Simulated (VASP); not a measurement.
# AlAs in VASP: notebook

The runs below take AlAs through single point, with PBE+D3(BJ).

Program: VASP 6.6.1. These are calculated values, not measurements. Logs are shortened: lines on timing, memory, paths and dates and some standing lists are left out, and cuts for length are marked.

**1. The cell of the first run**

The cell holds a slab with vacuum, 16 atoms: a = 8.010 Å, b = 5.664 Å, c = 26.897 Å, α = 90.00°, β = 90.00°, γ = 90.00°.

**2. Single point, PBE+D3(BJ)**

Input file INCAR:

```
PREC     = Accurate       # precision mode
ENCUT    = 520            # plane-wave cutoff, eV
EDIFF    = 1E-6           # SCF threshold, eV
ISMEAR   = 0              # smearing method
SIGMA    = 0.05           # smearing width, eV
LREAL    = Auto         
LASPH    = T              # aspherical terms in the spheres
NELM     = 80             # most SCF steps
ALGO     = Normal         # electronic algorithm
ISIF     = 2              # what is computed and relaxed
LWAVE    = F              # write WAVECAR
LCHARG   = F              # write CHGCAR
LDIPOL   = T            
IDIPOL   = 3            
DIPOL    = 0.5 0.5 0.409
GGA      = PE             # functional
IVDW     = 12             # dispersion correction
NBANDS   = 46             # bands
```

Input file KPOINTS:

```
regular mesh
0
Gamma
  2 3 1
```

Input file POSCAR:

```
AlAs
1.0
    8.0103882437      0.0000000000      0.0000000000
    0.0000000000      5.6641998470      0.0000000000
    0.0000000000      0.0000000000     26.8971911828
Al As
8 8
Direct
    0.2500000000      0.5000000000      0.2974288261
    0.7500000000      0.5000000000      0.2974288261
    0.5000000000      0.0000000000      0.3718825878
    0.0000000000      0.0000000000      0.3718825878
    0.7514029992      0.5047869261      0.4504351233
    0.2504884222      0.5007692334      0.4491931459
    0.0020667266     -0.0708617399      0.5047859447
    0.5018558605     -0.0722579222      0.5037465804
    0.5000000000      0.2500000000      0.2974288261
    0.0000000000      0.2500000000      0.2974288261
    0.7500000000      0.7500000000      0.3718825878
    0.2500000000      0.7500000000      0.3718825878
    0.0002115977      0.2534990504      0.4468422506
    0.5016824683      0.2550424103      0.4466879454
    0.2526540627      0.7151099303      0.5283676533
    0.7513524716      0.7202026624      0.5301515732
```

Potentials or basis: VASP PAW PBE potentials, release 64 (Al, As).

Launch:

```
$ cat potpaw_PBE.64/Al/POTCAR potpaw_PBE.64/As/POTCAR > POTCAR
$ mpirun -np 1 vasp_std > vasp.out
```

OUTCAR:

```text
PREC = Accurate
   ENCUT = 520
   EDIFF = 1E-6
   ISMEAR = 0
   LREAL = Auto
   LASPH = T
   NELM = 80
   ISIF = 2
   GGA = PE
   IVDW = 12
 IVDW          = 12

 ion  position               nearest neighbor table
   1  0.250  0.500  0.297-   9 2.45  10 2.45  12 2.45
   2  0.750  0.500  0.297-   9 2.45  10 2.45  11 2.45
   3  0.500  0.000  0.372-  11 2.45  12 2.45   9 2.45  14 2.48
   4  0.000  0.000  0.372-  11 2.45  12 2.45  10 2.45  13 2.48
   5  0.751  0.505  0.450-  13 2.45  14 2.45  16 2.47  11 2.53
   6  0.250  0.501  0.449-  13 2.45  14 2.45  15 2.45  12 2.51
   7  0.002  0.929  0.505-  13 2.41  16 2.43  15 2.43
   8  0.502  0.928  0.504-  14 2.41  15 2.42  16 2.42
   9  0.500  0.250  0.297-   1 2.45   2 2.45   3 2.45
  10  0.000  0.250  0.297-   1 2.45   2 2.45   4 2.45
  11  0.750  0.750  0.372-   3 2.45   4 2.45   2 2.45   5 2.53
  12  0.250  0.750  0.372-   3 2.45   4 2.45   1 2.45   6 2.51
  13  0.000  0.253  0.447-   7 2.41   6 2.45   5 2.45   4 2.48
  14  0.502  0.255  0.447-   8 2.41   6 2.45   5 2.45   3 2.48
  15  0.253  0.715  0.528-   8 2.42   7 2.43   6 2.45
  16  0.751  0.720  0.530-   8 2.42   7 2.43   5 2.47

  LATTYP: Found a simple orthorhombic cell.
 ALAT       =     5.6641998470
 B/A-ratio  =     1.4142135624
 C/A-ratio  =     4.7486303290

  Lattice vectors:

 A1 = (   0.0000000000,  -5.6641998470,   0.0000000000)
 A2 = (   8.0103882437,   0.0000000000,   0.0000000000)
 A3 = (   0.0000000000,   0.0000000000,  26.8971911828)

Analysis of symmetry for initial positions (statically):
=====================================================================
 Subroutine PRICEL returns:
 Original cell was already a primitive cell.

 Routine SETGRP: Setting up the symmetry group for a
 simple orthorhombic supercell.

 Subroutine GETGRP returns: Found  1 space group operations
 (whereof  1 operations were pure point group operations)
 out of a pool of  8 trial point group operations.

The static configuration has the point symmetry C_1 .

Analysis of symmetry for dynamics (positions and initial velocities):
=====================================================================
 Subroutine PRICEL returns:
 Original cell was already a primitive cell.

 Routine SETGRP: Setting up the symmetry group for a
 simple orthorhombic supercell.

 Subroutine GETGRP returns: Found  1 space group operations
 (whereof  1 operations were pure point group operations)
 out of a pool of  8 trial point group operations.

The dynamic configuration has the point symmetry C_1 .

 Subroutine INISYM returns: Found  1 space group operations
 (whereof  1 operations are pure point group operations),
 and found     1 'primitive' translations

----------------------------------------------------------------------------------------

                                     Primitive cell

  volume of cell :    1220.3912

  direct lattice vectors                    reciprocal lattice vectors
     8.010388244  0.000000000  0.000000000     0.124837894  0.000000000  0.000000000
     0.000000000  5.664199847  0.000000000     0.000000000  0.176547443  0.000000000
     0.000000000  0.000000000 26.897191183     0.000000000  0.000000000  0.037178603

  length of vectors
     8.010388244  5.664199847 26.897191183     0.124837894  0.176547443  0.037178603

  position of ions in fractional coordinates (direct lattice)
     0.250000000  0.500000000  0.297428826
     0.750000000  0.500000000  0.297428826
     0.500000000  0.000000000  0.371882588
     0.000000000  0.000000000  0.371882588
     0.751402999  0.504786926  0.450435123
     0.250488422  0.500769233  0.449193146
[... 8 lines left out ...]
     0.252654063  0.715109930  0.528367653
     0.751352472  0.720202662  0.530151573

  ion indices of the primitive-cell ions
   primitive index   ion index
                 1           1
                 2           2
                 3           3
                 4           4
                 5           5
                 6           6
[... 8 lines left out ...]
                15          15
                16          16

----------------------------------------------------------------------------------------

 KPOINTS: regular mesh

Automatic generation of k-mesh.
 Grid dimensions read from file:
 generate k-points for:    2    3    1

 Generating k-lattice:

  Cartesian coordinates                     Fractional coordinates (reciprocal lattice)
     0.062418947  0.000000000  0.000000000     0.500000000  0.000000000  0.000000000
     0.000000000  0.058849148  0.000000000     0.000000000  0.333333333  0.000000000
     0.000000000  0.000000000  0.037178603     0.000000000  0.000000000  1.000000000

  Length of vectors
     0.062418947  0.058849148  0.037178603

  Shift w.r.t. Gamma in fractional coordinates (k-lattice)
     0.000000000  0.000000000  0.000000000

 Subroutine IBZKPT returns following result:
 ===========================================

 Found      4 irreducible k-points:

 Following reciprocal coordinates:
            Coordinates               Weight
  0.000000  0.000000  0.000000      1.000000
  0.500000  0.000000  0.000000      1.000000
  0.000000  0.333333  0.000000      2.000000
  0.500000  0.333333  0.000000      2.000000
   k-points           NKPTS =      4   k-points in BZ     NKDIM =      4   number of bands    NBANDS=     46
   number of dos      NEDOS =    301   number of ions     NIONS =     16
   total plane-waves  NPLWV = 504000
   dimension x,y,z NGX =    60 NGY =   42 NGZ =  200
   dimension x,y,z NGXF=   120 NGYF=   84 NGZF=  400
   ions per type =               8   8
   NGX,Y,Z   is equivalent  to a cutoff of  12.45, 12.33, 12.36 a.u.
   NGXF,Y,Z  is equivalent  to a cutoff of  24.90, 24.65, 24.72 a.u.
 SYSTEM =  unknown system
   PREC   = accura    normal or accurate (medium, high low for compatibility)
   ISTART =      0    job   : 0-new  1-cont  2-samecut
   ICHARG =      2    charge: 1-file 2-atom 10-const
   ISPIN  =      1    spin polarized calculation?
   LNONCOLLINEAR =      F non collinear calculations
   LSORBIT =      F    spin-orbit coupling
   LASPH  =      T    aspherical Exc in radial PAW
   ENCUT  =  520.0 eV  38.22 Ry    6.18 a.u.  14.89 10.53 50.01*2*pi/ulx,y,z
   NELM   =     80;   NELMIN=  2; NELMDL= -5     # of ELM steps
   EDIFF  = 0.1E-05   stopping-criterion for ELM
   LREAL  =      T    real-space projection
   EDIFFG = 0.1E-04   stopping-criterion for IOM
   NSW    =      0    number of steps for IOM
   IBRION =     -1    ionic relax: 0-MD 1-quasi-New 2-CG
   NFREE  =      0    steps in history (QN), initial steepest desc. (CG)
   ISIF   =      2    stress and relaxation
   ISYM   =      2    0-nonsym 1-usesym 2-fastsym
   POTIM  = 0.5000    time-step for ionic-motion
   TEBEG  =    0.0;   TEEND  =   0.0 temperature during run
   PSTRESS=    0.0 pullay stress
   NELECT =      64.0000    total number of electrons
   NUPDOWN=      -1.0000    fix difference up-down
   EMIN   =  10.00;   EMAX   =-10.00  energy-range for DOS
   EFERMI =   0.00;   METHOD = LEGACY
   ISMEAR =     0;   SIGMA  =   0.05  broadening in eV -4-tet -1-fermi 0-gaus
   EFERMI_NEDOS =   21; number of points for ismear=-14 and -15
   IALGO  =     38    algorithm
   IMIX   =      4    mixing-type and parameters
     AMIX     =   0.40;   BMIX     =  1.00
     AMIX_MAG =   1.60;   BMIX_MAG =  1.00
  volume/ion in A,a.u.               =      76.27       514.73
  Fermi-wavevector in a.u.,A,eV,Ry     =   0.612776  1.157979  5.108913  0.375495
  Thomas-Fermi vector in A             =   1.669186
   LORBIT       =      0    0 simple, 1 ext, 2 COOP (PROOUT), +10 PAW based schemes
   GGA     = PE    functional components
   LHFCALC =     F    Hartree Fock is set to
   AEXX    =    0.0000 exact exchange contribution
   IVDW    =    12    specifies the selected vdW correction
   LEPSILON=     F    determine dielectric tensor
   LRPA    =     F    only Hartree local field effects (RPA)
 non-spin polarized calculation
 Gauss-broadening in eV      SIGMA  =   0.05
  energy-cutoff  :      520.00
  volume of cell :     1220.39
 maximum number of plane-waves:     32974
 NGX is ok and might be reduce to    60
   NGX = 29   NGY = 21   NGZ =101

 dipolmoment           0.000000      0.000000     -0.000008 electrons x Angstroem

 number of electron      64.0000003 magnetization

 dipolmoment           0.000000      0.000000      0.073402 electrons x Angstroem

 Free energy of the ion-electron system (eV)
  ---------------------------------------------------
  ext. energy  EPLUGINS =         0.00000000
  ---------------------------------------------------
  free energy    TOTEN  =       -69.43709362 eV

  energy without entropy =      -69.43709362  energy(sigma->0) =      -69.43709362

 E-fermi :  -2.0728     XC(G=0):  -3.2703

 val. band max:       -2.3351817262   @ k =   0.5000   0.3333   0.0000
 cond. band min:      -1.3191075499   @ k =   0.0000   0.0000   0.0000
 fundamental gap:      1.0160741763
 Fermi energy:        -2.0727610444

 k-point     1 :       0.0000    0.0000    0.0000
  band No.  band energies     occupation
      1     -13.9152      2.00000
      2     -13.0451      2.00000
      3     -12.7259      2.00000
      4     -12.6487      2.00000
      5     -12.2732      2.00000
      6     -12.0385      2.00000
[... 36 lines left out ...]
     43       0.9019      0.00000
     44       1.3885      0.00000

 k-point     2 :       0.5000    0.0000    0.0000
  band No.  band energies     occupation
      1     -13.5366      2.00000
      2     -13.5261      2.00000
      3     -12.7326      2.00000
      4     -12.7260      2.00000
      5     -12.1361      2.00000
      6     -12.1251      2.00000
[... 36 lines left out ...]
     43       1.6093      0.00000
     44       1.6155      0.00000

 k-point     3 :       0.0000    0.3333    0.0000
  band No.  band energies     occupation
      1     -13.5922      2.00000
      2     -12.9629      2.00000
      3     -12.6655      2.00000
      4     -12.6197      2.00000
      5     -12.6026      2.00000
      6     -12.2988      2.00000
[... 36 lines left out ...]
     43       1.3603      0.00000
     44       1.4301      0.00000

 k-point     4 :       0.5000    0.3333    0.0000
  band No.  band energies     occupation
      1     -13.2575      2.00000
      2     -13.2479      2.00000
      3     -12.7258      2.00000
      4     -12.7158      2.00000
      5     -12.3562      2.00000
      6     -12.3470      2.00000
[... 36 lines left out ...]
     43       2.1971      0.00000
     44       2.2095      0.00000
 [bands above 44 left out]

------------------------ aborting loop because EDIFF is reached ----------------------------------------

 vacuum level on the upper side and lower side of the slab       (xc-potential included)         0.025        -0.262

 Edisp (eV)   -3.60740

 E8    (eV) :    -1.6369

  FORCE on cell =-STRESS in cart. coord.  units (eV):
  Direction    XX          YY          ZZ          XY          YZ          ZX
  --------------------------------------------------------------------------------------
  -------------------------------------------------------------------------------------
  Total      -1.93517    -3.78126     0.05577     0.01679     2.92561    -0.10284
  in kB      -2.54057    -4.96418     0.07322     0.02204     3.84086    -0.13501
  external pressure =       -2.48 kB  Pullay stress =        0.00 kB

 VOLUME and BASIS-vectors are now :
 -----------------------------------------------------------------------------
  energy-cutoff  :      520.00
  volume of cell :     1220.39
      direct lattice vectors                 reciprocal lattice vectors
     8.010388244  0.000000000  0.000000000     0.124837894  0.000000000  0.000000000
     0.000000000  5.664199847  0.000000000     0.000000000  0.176547443  0.000000000
     0.000000000  0.000000000 26.897191183     0.000000000  0.000000000  0.037178603

 POSITION                                       TOTAL-FORCE (eV/Angst)
 -----------------------------------------------------------------------------------
      2.00260      2.83210      8.00000         0.002116     -1.047585      1.321683
      6.00779      2.83210      8.00000        -0.002241     -1.054041      1.338745
      4.00519      0.00000     10.00260         0.025546      0.408940      0.113712
      0.00000      0.00000     10.00260        -0.020461      0.396031      0.110671
      6.01903      2.85921     12.11544        -0.002331      0.028525     -0.016839
      2.00651      2.83646     12.08203         0.005752      0.017752     -0.000711
[... 8 lines left out ...]
      2.02386      4.05053     14.21161        -0.043569      0.058546      0.129836
      6.01863      4.07937     14.25959         0.020600     -0.019949      0.011279
 -----------------------------------------------------------------------------------
    total drift:                                0.017268      0.004662      0.001473

  FREE ENERGIE OF THE ION-ELECTRON SYSTEM (eV)
  ---------------------------------------------------
  free  energy   TOTEN  =       -73.0444981491 eV

  energy  without entropy=      -73.0444981491  energy(sigma->0) =      -73.04449815

 vacuum level on the upper side and lower side of the slab         2.721         2.430
```

It took 6 min on 1 thread of Intel Xeon Platinum 8488C (Sapphire Rapids), shared host; peak memory 0.94 GiB.

Results:

```
Free energy                : -73.0445 eV
Largest force              : 1.704 eV/Å
Band gap on the k mesh     : 1.02 eV
Dispersion energy per atom : -0.225 eV
```

Forces on the atoms (eV/Å):
```
Al   0.002 -1.048  1.322
Al  -0.002 -1.054  1.339
Al   0.026  0.409  0.114
Al  -0.020  0.396  0.111
Al  -0.002  0.029 -0.017
Al   0.006  0.018 -0.001
Al   0.010 -0.063 -0.056
Al  -0.003 -0.012 -0.008
As  -0.004  0.320 -1.276
As   0.003  0.321 -1.268
As   0.007  0.309 -0.150
As   0.001  0.339 -0.219
As  -0.001  0.004 -0.009
As   0.002 -0.007 -0.022
As  -0.044  0.059  0.130
As   0.021 -0.020  0.011
```

**3. Single point, PBE+D3(BJ)**

This run uses another cell than the first one, of 68.67 Å³/atom, 0.900 times its volume.

Input file INCAR:

```
SYSTEM = AlAs
PREC = Accurate
ENCUT = 520
EDIFF = 1E-7
ISMEAR = 0
SIGMA = 0.05
LREAL = Auto
LASPH = .True.
NELM = 80
ALGO = Normal
ISIF = 2
LWAVE = .False.
LCHARG = .False.
LDIPOL = .True.
IDIPOL = 3
DIPOL = 0.5 0.5 0.455
GGA = PE
IVDW = 12
NBANDS = 46
```

Input file KPOINTS:

```
regular mesh
0
Gamma
  2 3 1
  0 0 0
```

Input file POSCAR:

```
AlAs
1.0
    8.0103882437      0.0000000000      0.0000000000
    0.0000000000      5.6641998470      0.0000000000
    0.0000000000      0.0000000000     24.2143911828
Al As
8 8
Direct
    0.2500000000      0.5000000000      0.3303820418
    0.7500000000      0.5000000000      0.3303820418
    0.5000000000      0.0000000000      0.4130848050
    0.0000000000      0.0000000000      0.4130848050
    0.7501039882      0.5046641387      0.5025579027
    0.2497071225      0.4948714201      0.4949999967
    0.0102118506     -0.0644831974      0.5670431864
    0.4904754274     -0.0652225864      0.5666199410
    0.5000000000      0.2500000000      0.3303820418
    0.0000000000      0.2500000000      0.3303820418
    0.7500000000      0.7500000000      0.4130848050
    0.2500000000      0.7500000000      0.4130848050
    0.0001295094      0.2456560772      0.4969517811
    0.4998122968      0.2462222076      0.4969009292
    0.2510857510      0.6701480906      0.5891260410
    0.7504720541      0.7265292299      0.5913458233
```

Potentials or basis: VASP PAW PBE potentials, release 64 (Al, As).

Launch:

```
$ cat potpaw_PBE.64/Al/POTCAR potpaw_PBE.64/As/POTCAR > POTCAR
$ mpirun -np 1 vasp_std > vasp.out
```

It took 6.6 min on 1 thread of Intel Xeon Platinum 8375C at 2.90GHz (Ice Lake), shared host; peak memory 0.89 GiB.

Results (log left out):

```yaml
Free_energy: -72.8317 eV
Largest_force: 1.720 eV/Å
Band_gap_on_the_k_mesh: 0.98 eV, direct
Dispersion_energy_per_atom: -0.223 eV
```

Forces in eV/Å, atoms in the order of the input:
```
Al   0.000 -1.073  1.301
Al  -0.002 -1.018  1.386
Al   0.109  0.311  0.119
Al  -0.109  0.305  0.115
Al   0.003  0.042 -0.019
Al   0.011 -0.042  0.430
Al  -0.015 -0.587 -0.211
Al   0.060 -0.559 -0.193
As  -0.021  0.303 -1.238
As   0.020  0.303 -1.235
As   0.000  0.174 -0.047
As  -0.002  0.514 -0.436
As  -0.060  0.103  0.150
As   0.058  0.093  0.142
As  -0.041  0.996 -0.161
As  -0.011  0.134 -0.100
```

Levels at points of the mesh, in eV from the valence-band top:
```csv
k point,band 29,band 30,band 31,band 32,band 33,band 34,band 35,band 36
"(0.00, 0.00, 0.00)",-0.28,-0.15,-0.11,0.00,0.98,1.00,1.26,1.87
"(0.50, 0.00, 0.00)",-0.96,-0.60,-0.20,-0.17,1.26,1.27,1.98,2.16
```
